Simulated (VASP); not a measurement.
Crystal: Si2Mo.

```
Mo Si
1.0
    -1.62106    1.62106    3.98222
     1.62106   -1.62106    3.98222
     1.62106    1.62106   -3.98222
Mo Si
1 2
Direct
  0.00000 0.00000 0.00000
  0.66700 0.66700 0.00000
  0.33300 0.33300 0.00000
```

Base run:

* Program: VASP 6.6.1
* Functional: PBE
* Potentials or basis: VASP PAW PBE potentials, release 64 (Mo_sv, Si)
* Cutoff: 520 eV
* k mesh: 12 × 12 × 12
* Occupations: fermi-dirac, width 0.05 eV
* Spin: no spin polarisation

Its results: band gap on the k mesh zero (bands 11 and 12 overlap by 1.01 eV); pressure -5.5 GPa; largest force 0.334 eV/Å.

Q: After a change of settings the same cell gave: band gap on the k mesh zero (bands 11 and 12 overlap by 1.08 eV); pressure -8.9 GPa; largest force 0.416 eV/Å. Which change was it?
A. functional from PBE to LDA; potentials or basis from VASP PAW PBE potentials, release 64 (Mo_sv, Si) to VASP PAW LDA potentials, release 64 (Mo_sv, Si)
B. dispersion from none to D3(BJ)
C. functional from PBE to r2SCAN
D. functional from PBE to PBEsol

A: C.

Caveats: the cell stands under tension; the PAW data sets were made with another functional, which shifts forces and pressure a little (at least some runs).
